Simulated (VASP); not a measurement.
A run of VASP 6.6.1 is set up as follows.

INCAR

```
SYSTEM = SrTl
ALGO = Normal ; EDIFF = 1E-6
ENCUT = 500 ; GGA_COMPAT = .False.
ISIF = 2 ; ISMEAR = -1
LASPH = .True. ; LCHARG = .False.
LREAL = .False. ; LWAVE = .False.
NBANDS = 18 ; NELM = 120
PREC = Accurate ; SIGMA = 0.05
```

Contents of KPOINTS:

```
k-points
0
Gamma
  5 5 5
  0 0 0
```

File POSCAR:

```
SrTl
1.0
    4.0320000000      0.0000000000      0.0000000000
    0.0000000000      4.0320000000      0.0000000000
    0.0000000000      0.0000000000      4.0320000000
Sr Tl
1 1
Direct
    0.0000000000      0.0000000000     -0.0124007937
    0.5000000000      0.5000000000      0.5000000000
```

Potentials or basis: VASP PAW LDA potentials, release 64 (Sr_sv, Tl_d).

Command:

```bash
$ cat potpaw_LDA.64/Sr_sv/POTCAR potpaw_LDA.64/Tl_d/POTCAR > POTCAR
$ mpirun -np 1 vasp_std > vasp.out
```

**Question.** Estimate the pressure.

**Answer.** -1.2 GPa.

**Question.** Estimate the largest force.

**Answer.** 0.067 eV/Å.

Forces in eV/Å, atoms in the order of the input:
```
Sr   0.000  0.000  0.067
Tl   0.000  0.000 -0.067
```
